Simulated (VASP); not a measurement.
# TiO (Pm-3m) in VASP: further runs, part 2 of 2

VASP 6.6.1. The steps go on from the part before.

## 3. Single point, r2SCAN

File POSCAR:

```
TiO
1.0
    4.0866680000      0.0000000000      0.0000000000
    0.0000000000      4.0866680000      0.0000000000
    0.0000000000      0.0000000000      4.0866680000
Ti O
3 3
Direct
    0.5000000000      0.0000000000      0.5000000000
    0.0000000000      0.5000000000      0.5000000000
    0.5000000000      0.5000000000      0.0000000000
    0.0000000000      0.0000000000      0.5000000000
    0.5000000000      0.0000000000      0.0000000000
    0.0000000000      0.5000000000      0.0000000000
```

File INCAR.step1:

```
SYSTEM = TiO
PREC     = Accurate       ! precision mode
ENCUT    = 520            ! plane-wave cutoff, eV
ISMEAR   = -1             ! smearing method
SIGMA    = 0.1            ! smearing width, eV
LREAL    = .False.        ! projectors in reciprocal space
LASPH    = .True.         ! aspherical terms in the spheres
NELM     = 100            ! most SCF steps
NBANDS   = 36             ! bands
GGA      = PE             ! functional
ALGO     = Normal         ! electronic algorithm
EDIFF    = 1E-4           ! SCF threshold, eV
LWAVE    = .True.         ! write WAVECAR
LCHARG   = .False.        ! write CHGCAR
```

File INCAR.step2:

```
SYSTEM = TiO
PREC     = Accurate       ! precision mode
ENCUT    = 520            ! plane-wave cutoff, eV
EDIFF    = 1E-6           ! SCF threshold, eV
ISMEAR   = -1             ! smearing method
SIGMA    = 0.1            ! smearing width, eV
LREAL    = .False.        ! projectors in reciprocal space
LASPH    = .True.         ! aspherical terms in the spheres
NELM     = 100            ! most SCF steps
ALGO     = Normal         ! electronic algorithm
ISIF     = 2              ! what is computed and relaxed
LWAVE    = .False.        ! write WAVECAR
LCHARG   = .False.        ! write CHGCAR
METAGGA  = R2SCAN         ! meta-GGA
LMIXTAU  = .True.       
NBANDS   = 36             ! bands
ISTART   = 1
```

File KPOINTS:

```
Automatic mesh
0
Gamma
  6 6 6
  0 0 0
```

Potentials or basis: VASP PAW PBE potentials, release 64 (Ti_sv, O).

On the command line:

```sh
$ cat potpaw_PBE.64/Ti_sv/POTCAR potpaw_PBE.64/O/POTCAR > POTCAR
$ cp INCAR.step1 INCAR
$ mpirun -np 1 vasp_std > vasp.out
$ cp INCAR.step2 INCAR
$ mpirun -np 1 vasp_std > vasp.out
```

OUTCAR:

```text
SYSTEM = TiO
   PREC = Accurate
   ENCUT = 520
   EDIFF = 1E-6
   ISMEAR = -1
   LREAL = .False.
   LASPH = .True.
   NELM = 100
   ISIF = 2
   METAGGA = R2SCAN
   ISTART = 1

 ion  position               nearest neighbor table
   1  0.500  0.000  0.500-   4 2.04   5 2.04   5 2.04   4 2.04   3 2.89   2 2.89   2 2.89   3 2.89
                             3 2.89   2 2.89   3 2.89   2 2.89
   2  0.000  0.500  0.500-   4 2.04   6 2.04   6 2.04   4 2.04   3 2.89   1 2.89   1 2.89   3 2.89
                             1 2.89   3 2.89   3 2.89   1 2.89
   3  0.500  0.500  0.000-   5 2.04   6 2.04   5 2.04   6 2.04   1 2.89   2 2.89   1 2.89   1 2.89
                             1 2.89   2 2.89   2 2.89   2 2.89
   4  0.000  0.000  0.500-   1 2.04   2 2.04   2 2.04   1 2.04
   5  0.500  0.000  0.000-   1 2.04   3 2.04   1 2.04   3 2.04
   6  0.000  0.500  0.000-   2 2.04   3 2.04   2 2.04   3 2.04

  LATTYP: Found a simple cubic cell.
 ALAT       =     4.0866680000

  Lattice vectors:

 A1 = (   4.0866680000,   0.0000000000,   0.0000000000)
 A2 = (   0.0000000000,   4.0866680000,   0.0000000000)
 A3 = (   0.0000000000,   0.0000000000,   4.0866680000)

Analysis of symmetry for initial positions (statically):
=====================================================================
 Subroutine PRICEL returns:
 Original cell was already a primitive cell.

 Routine SETGRP: Setting up the symmetry group for a
 simple cubic supercell.

 Subroutine GETGRP returns: Found 48 space group operations
 (whereof 48 operations were pure point group operations)
 out of a pool of 48 trial point group operations.

The static configuration has the point symmetry O_h .

Analysis of symmetry for dynamics (positions and initial velocities):
=====================================================================
 Subroutine PRICEL returns:
 Original cell was already a primitive cell.

 Routine SETGRP: Setting up the symmetry group for a
 simple cubic supercell.

 Subroutine GETGRP returns: Found 48 space group operations
 (whereof 48 operations were pure point group operations)
 out of a pool of 48 trial point group operations.

The dynamic configuration has the point symmetry O_h .

 Subroutine INISYM returns: Found 48 space group operations
 (whereof 48 operations are pure point group operations),
 and found     1 'primitive' translations

----------------------------------------------------------------------------------------

                                     Primitive cell

  volume of cell :      68.2509

  direct lattice vectors                    reciprocal lattice vectors
     4.086668000  0.000000000  0.000000000     0.244698126  0.000000000  0.000000000
     0.000000000  4.086668000  0.000000000     0.000000000  0.244698126  0.000000000
     0.000000000  0.000000000  4.086668000     0.000000000  0.000000000  0.244698126

  length of vectors
     4.086668000  4.086668000  4.086668000     0.244698126  0.244698126  0.244698126

  position of ions in fractional coordinates (direct lattice)
     0.500000000  0.000000000  0.500000000
     0.000000000  0.500000000  0.500000000
     0.500000000  0.500000000  0.000000000
     0.000000000  0.000000000  0.500000000
     0.500000000  0.000000000  0.000000000
     0.000000000  0.500000000  0.000000000
[... 35 lines left out ...]

 Following reciprocal coordinates:
            Coordinates               Weight
  0.000000  0.000000  0.000000      1.000000
  0.166667  0.000000  0.000000      6.000000
  0.333333  0.000000  0.000000      6.000000
  0.500000  0.000000  0.000000      3.000000
  0.166667  0.166667  0.000000     12.000000
  0.333333  0.166667  0.000000     24.000000
[... 12 lines left out ...]
  0.500000  0.500000  0.333333      6.000000
  0.500000  0.500000  0.500000      1.000000
   k-points           NKPTS =     20   k-points in BZ     NKDIM =     20   number of bands    NBANDS=     36
   number of dos      NEDOS =    301   number of ions     NIONS =      6
   total plane-waves  NPLWV =  27000
   dimension x,y,z NGX =    30 NGY =   30 NGZ =   30
   dimension x,y,z NGXF=    60 NGYF=   60 NGZF=   60
   ions per type =               3   3
   NGX,Y,Z   is equivalent  to a cutoff of  12.20, 12.20, 12.20 a.u.
   NGXF,Y,Z  is equivalent  to a cutoff of  24.41, 24.41, 24.41 a.u.
 SYSTEM =  TiO
   PREC   = accura    normal or accurate (medium, high low for compatibility)
   ISTART =      1    job   : 0-new  1-cont  2-samecut
   ICHARG =      0    charge: 1-file 2-atom 10-const
   ISPIN  =      1    spin polarized calculation?
   LNONCOLLINEAR =      F non collinear calculations
   LSORBIT =      F    spin-orbit coupling
   LASPH  =      T    aspherical Exc in radial PAW
   ENCUT  =  520.0 eV  38.22 Ry    6.18 a.u.   7.60  7.60  7.60*2*pi/ulx,y,z
   NELM   =    100;   NELMIN=  2; NELMDL=  0     # of ELM steps
   EDIFF  = 0.1E-05   stopping-criterion for ELM
   LREAL  =      F    real-space projection
   EDIFFG = 0.1E-04   stopping-criterion for IOM
   NSW    =      0    number of steps for IOM
   IBRION =     -1    ionic relax: 0-MD 1-quasi-New 2-CG
   NFREE  =      0    steps in history (QN), initial steepest desc. (CG)
   ISIF   =      2    stress and relaxation
   ISYM   =      2    0-nonsym 1-usesym 2-fastsym
   POTIM  = 0.5000    time-step for ionic-motion
   TEBEG  =    0.0;   TEEND  =   0.0 temperature during run
   PSTRESS=    0.0 pullay stress
   NELECT =      54.0000    total number of electrons
   NUPDOWN=      -1.0000    fix difference up-down
   EMIN   =  10.00;   EMAX   =-10.00  energy-range for DOS
   EFERMI =   0.00;   METHOD = LEGACY
   ISMEAR =    -1;   SIGMA  =   0.10  broadening in eV -4-tet -1-fermi 0-gaus
   EFERMI_NEDOS =   21; number of points for ismear=-14 and -15
   IALGO  =     38    algorithm
   IMIX   =      4    mixing-type and parameters
     AMIX     =   0.40;   BMIX     =  1.00
     AMIX_MAG =   1.60;   BMIX_MAG =  1.00
  volume/ion in A,a.u.               =      11.38        76.76
  Fermi-wavevector in a.u.,A,eV,Ry     =   1.514154  2.861336 31.193567  2.292662
  Thomas-Fermi vector in A             =   2.623850
   LORBIT       =      0    0 simple, 1 ext, 2 COOP (PROOUT), +10 PAW based schemes
   METAGGA = R2SCAN    functional components
   LHFCALC =     F    Hartree Fock is set to
   AEXX    =    0.0000 exact exchange contribution
   IVDW    =     0    specifies the selected vdW correction
   LEPSILON=     F    determine dielectric tensor
   LRPA    =     F    only Hartree local field effects (RPA)
 non-spin polarized calculation
  energy-cutoff  :      520.00
  volume of cell :       68.25
 maximum number of plane-waves:      1856
   NGX = 15   NGY = 15   NGZ = 15

 number of electron      54.0000008 magnetization

 Free energy of the ion-electron system (eV)
  ---------------------------------------------------
  ext. energy  EPLUGINS =         0.00000000
  ---------------------------------------------------
  free energy    TOTEN  =       -72.84648461 eV

  energy without entropy =      -72.68023924  energy(sigma->0) =      -72.76336192

 E-fermi :   8.0584     XC(G=0): -12.5940

 val. band max:        8.0468862045   @ k =   0.5000   0.5000   0.3333
 cond. band min:       8.0592487643   @ k =   0.3333   0.1667   0.0000
 fundamental gap:      0.0123625598
 Fermi energy:         8.0584231687

 k-point     1 :       0.0000    0.0000    0.0000
  band No.  band energies     occupation
      1     -51.5838      2.00000
      2     -51.4415      2.00000
      3     -51.4415      2.00000
      4     -27.0204      2.00000
      5     -27.0204      2.00000
      6     -27.0204      2.00000
[... 769 lines left out ...]
     35      12.2781      0.00000
     36      12.2781      0.00000

------------------------ aborting loop because EDIFF is reached ----------------------------------------

  FORCE on cell =-STRESS in cart. coord.  units (eV):
  Direction    XX          YY          ZZ          XY          YZ          ZX
  --------------------------------------------------------------------------------------
  -------------------------------------------------------------------------------------
  Total       -1.4775021     -1.4775021     -1.4775021      0.0000000     -0.0000000      0.0000000
  in kB      -34.6841160    -34.6841160    -34.6841160      0.0000000     -0.0000000      0.0000000
  external PRESSURE =     -34.6841160 kB  Pullay stress =       0.0000000 kB

 VOLUME and BASIS-vectors are now :
 -----------------------------------------------------------------------------
  energy-cutoff  :      520.00
  volume of cell :       68.25
      direct lattice vectors                 reciprocal lattice vectors
     4.086668000  0.000000000  0.000000000     0.244698126  0.000000000  0.000000000
     0.000000000  4.086668000  0.000000000     0.000000000  0.244698126  0.000000000
     0.000000000  0.000000000  4.086668000     0.000000000  0.000000000  0.244698126

 POSITION                                       TOTAL-FORCE (eV/Angst)
 -----------------------------------------------------------------------------------
      2.04333      0.00000      2.04333         0.000000      0.000000      0.000000
      0.00000      2.04333      2.04333         0.000000      0.000000      0.000000
      2.04333      2.04333      0.00000         0.000000      0.000000      0.000000
      0.00000      0.00000      2.04333         0.000000      0.000000      0.000000
      2.04333      0.00000      0.00000         0.000000      0.000000      0.000000
      0.00000      2.04333      0.00000         0.000000      0.000000      0.000000
 -----------------------------------------------------------------------------------
    total drift:                                0.000000      0.000000     -0.000000

  FREE ENERGIE OF THE ION-ELECTRON SYSTEM (eV)
  ---------------------------------------------------
  free  energy   TOTEN  =       -72.8464846113 eV

  energy  without entropy=      -72.6802392380  energy(sigma->0) =      -72.76336192
```

It took 3.4 min on 1 thread of Intel Xeon Platinum 8259CL at 2.50GHz (Skylake/Cascade Lake), shared host; peak memory 0.19 GiB.

Results:

```
Free energy            : -72.8465 eV
Pressure               : -3.5 GPa
Band gap on the k mesh : zero (band 27 reaches 8.50 eV, above the bottom of band 28 at 6.63 eV)
```

Levels at points of the mesh, in eV from the Fermi level:
| k point | band 25 | band 26 | band 27 | band 28 | band 29 | band 30 |
| --- | --- | --- | --- | --- | --- | --- |
| (0.00, 0.00, 0.00) | -3.27 | -1.43 | -1.43 | -1.43 | 1.53 | 1.53 |
| (0.50, 0.00, 0.00) | -2.89 | -1.07 | 0.44 | 0.44 | 0.99 | 1.34 |
| (0.50, 0.50, 0.00) | -1.57 | -0.74 | -0.01 | -0.01 | 1.96 | 2.04 |
| (0.50, 0.50, 0.50) | -0.67 | -0.67 | -0.67 | 0.28 | 2.71 | 2.71 |

Caveat: the PAW data sets were made with another functional, which shifts forces and pressure a little; semilocal functionals often make such compounds metallic where correlation or magnetic order opens a gap, which also shifts bond lengths.
